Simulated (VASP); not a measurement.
**Na7F8 (a cell with a defect): single point with PBE+D3(BJ)**

System: Na7F8 (a cell with a defect).

```
CELL_PARAMETERS angstrom
0.00000 4.63400 4.63400
4.63400 0.00000 4.63400
4.63400 4.63400 0.00000
ATOMIC_POSITIONS crystal
Na 0.00000 0.00000 0.00000
Na 0.00000 0.00000 0.50000
Na 0.00000 0.50000 0.00000
Na 0.00000 0.50000 0.50000
Na 0.50000 0.00000 0.00000
Na 0.50000 0.00000 0.50000
Na 0.50000 0.50000 0.00000
F 0.25000 0.25000 0.25000
F 0.27342 0.27342 0.72658
F 0.27342 0.72658 0.27342
F 0.27342 0.72658 0.72658
F 0.72658 0.27342 0.27342
F 0.72658 0.27342 0.72658
F 0.72658 0.72658 0.27342
F 0.75000 0.75000 0.75000
```

```
Program             : VASP 6.6.1
Task                : single point
Functional          : PBE
Dispersion          : D3(BJ)
Potentials or basis : VASP PAW PBE potentials, release 64 (Na_pv, F)
Cutoff              : 520 eV
k mesh              : 2 × 2 × 2
Occupations         : fermi-dirac, width 0.05 eV
Spin                : no spin polarisation
```

```
Pressure                   : -1.4 GPa
Largest force              : 1.253 eV/Å
Band gap on the k mesh     : zero (an odd number of electrons rules out a gap without spin polarisation)
Dispersion energy per atom : -0.149 eV
```

Forces on the atoms (eV/Å):
```
Na   0.000  0.000  0.000
Na   0.000  0.000  0.000
Na   0.000  0.000  0.000
Na   0.000  0.000  0.000
Na   0.000  0.000  0.000
Na   0.000  0.000  0.000
Na   0.000  0.000  0.000
F    0.000  0.000  0.000
F    0.000  0.000 -1.253
F    0.000 -1.253  0.000
F    1.253  0.000  0.000
F   -1.253  0.000  0.000
F    0.000  1.253  0.000
F    0.000  0.000  1.253
F    0.000  0.000  0.000
```

Levels at points of the mesh, in eV from the Fermi level:
```
           k point  band 50  band 51  band 52  band 53  band 54  band 55  band 56  band 57
(0.00, 0.00, 0.00)    -0.08    -0.03    -0.03    -0.03     5.95    10.15    10.15    10.15
(0.50, 0.00, 0.00)    -0.12    -0.12    -0.09    -0.09     7.28     8.13    10.22    10.22
(0.50, 0.50, 0.00)    -0.25    -0.16    -0.16    -0.08     7.70     8.39     9.80     9.80
```

Run time: 40 s on 1 thread of Intel(R) Xeon(R) Platinum 8488C (Sapphire Rapids) (shared host), peak memory 0.34 GiB.

Caveat: the k points lie up to 0.59 Å⁻¹ apart, too coarse for converged energies and pressures of a metal; an odd number of electrons without spin polarisation forces a metal; a magnetic or distorted state may lie lower.
